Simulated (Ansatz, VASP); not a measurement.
## Hf5H2 in VASP and in Ansatz

```
CELL_PARAMETERS angstrom
-1.59165 1.59165 11.64392
1.59165 -1.59165 11.64392
1.59165 1.59165 -11.64392
ATOMIC_POSITIONS crystal
Hf 0.19110 0.19110 0.00000
Hf 0.80890 0.80890 0.00000
Hf 0.00000 0.00000 0.00000
Hf 0.40356 0.40356 0.00000
Hf 0.59644 0.59644 0.00000
H 0.75000 0.25000 0.50000
H 0.25000 0.75000 0.50000
```

Alike in both runs: functional PBE; k mesh 7 × 7 × 7; occupations gaussian, width 0.2 eV; no spin polarisation.

Ansatz relaxed the structure, and its values are those at the end. VASP's run is a single point on that final structure, the one shown.

|  | VASP | Ansatz |
| --- | --- | --- |
| version | VASP 6.6.1 | Ansatz 0.2.0 |
| potentials or method | VASP PAW PBE potentials, release 64 (Hf_pv, H), cutoff 520 eV | scalar-relativistic, plane waves, PAW |
| valence electrons in the cell | 52 | 132 |

|  | VASP | Ansatz | Ansatz less VASP |
| --- | --- | --- | --- |
| gap on the k mesh at the Fermi level (eV) | none | none | - |
| pressure (GPa) | -0.4 | 0.1 | +0.53 |
| rms of the force components (eV/Å) | 0.022 | 0.019 | -0.0032 |

A gap of «none» marks a metal or a gap that the smearing closes. VASP's potentials hold 52 valence electrons a cell and Ansatz's 132, so a difference there can come from the potentials and not from the codes.

The k mesh is coarse, so the values compare programs but aren't converged. Neither program's run includes spin-orbit coupling.
